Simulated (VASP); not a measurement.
Runs of VASP 6.6.1 on Sc. The structure is that of space group Fm-3m (No. 225), or close to it. The cells are those of the table. 

| cell | gap on the mesh (eV) | pressure (GPa) |
| --- | --- | --- |
| a = 2.860 Å, angles 60.0°, 1 atom | none | (b) |
| a = 3.110 Å, angles 60.0°, 1 atom | none | 6.7 |
| a = 3.221 Å, angles 60.0°, 1 atom | none | (a) |
| a = 2.717 Å, angles 60.0°, 1 atom | none | 59.4 |
| a = 2.374 Å, angles 60.0°, 1 atom | none | 178.3 |

Alike in all rows: task single point; level PBEsol; potentials or basis VASP PAW PBE potentials, release 64 (Sc_sv); no spin polarisation; k mesh 14 × 14 × 14; cutoff (eV) 520; smearing fermi-dirac 0.08 eV.

Fill in the values left out.

(a) 0.0; (b) 33.2.

Caveats: the PAW data sets were made with another functional, which shifts forces and pressure a little.

A gap of «none» marks levels without a gap at the run's occupations.
